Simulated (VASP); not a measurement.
TePb: single point with PBE

TePb:

```
Pb Te
1.0
     0.00000    3.26784    3.28418
     3.26784    0.00000    3.28418
     3.26784    3.26784    0.00000
Pb Te
1 1
Cartesian
  0.0000 0.0000 0.0000
  3.2678 3.2678 3.2842
```

This cell differs from its parent crystal: uniaxial z strain +0.5%.

| Quantity | Value |
| --- | --- |
| Program | VASP 6.6.1 |
| Task | single point |
| Functional | PBE |
| Potentials or basis | VASP PAW PBE potentials, release 64 (Pb_d, Te) |
| Cutoff | 520 eV |
| k mesh | 4 × 4 × 4 |
| Occupations | gaussian, width 0.01 eV |
| Spin | no spin polarisation |

- Pressure: 0.4 GPa
- Band gap on the k mesh: 0.81 eV, direct

Stress tensor (GPa, compression positive):
```
0.55 0.00 0.00
0.00 0.55 0.00
0.00 0.00 0.00
```

Levels at points of the mesh, in eV from the valence-band top:
```
           k point  band 6  band 7  band 8  band 9  band 10  band 11  band 12  band 13  band 14  band 15
(0.00, 0.00, 0.00)  -11.70   -5.69   -1.21   -1.21    -1.16     3.96     4.07     4.07     5.87     5.90
(0.50, 0.00, 0.00)  -10.36   -8.38   -0.77   -0.75     0.00     0.81     1.36     1.38     8.35     9.16
(0.50, 0.50, 0.00)  -10.17   -7.21   -4.18   -2.57    -2.57     3.47     5.35     5.35     6.44    10.03
(0.50, 0.00, 0.50)  -10.14   -7.24   -4.19   -2.60    -2.55     3.46     5.27     5.39     6.52    10.01
```

Run time: 14 s on 1 thread of Intel(R) Xeon(R) 6975P-C (Granite Rapids), with other jobs on the host, peak memory 0.21 GiB.

Caveat: the cell differs from its parent crystal (uniaxial z strain +0.5%); spin-orbit coupling is left out, which moves the levels of the heavy elements. A k mesh can miss the band edges.
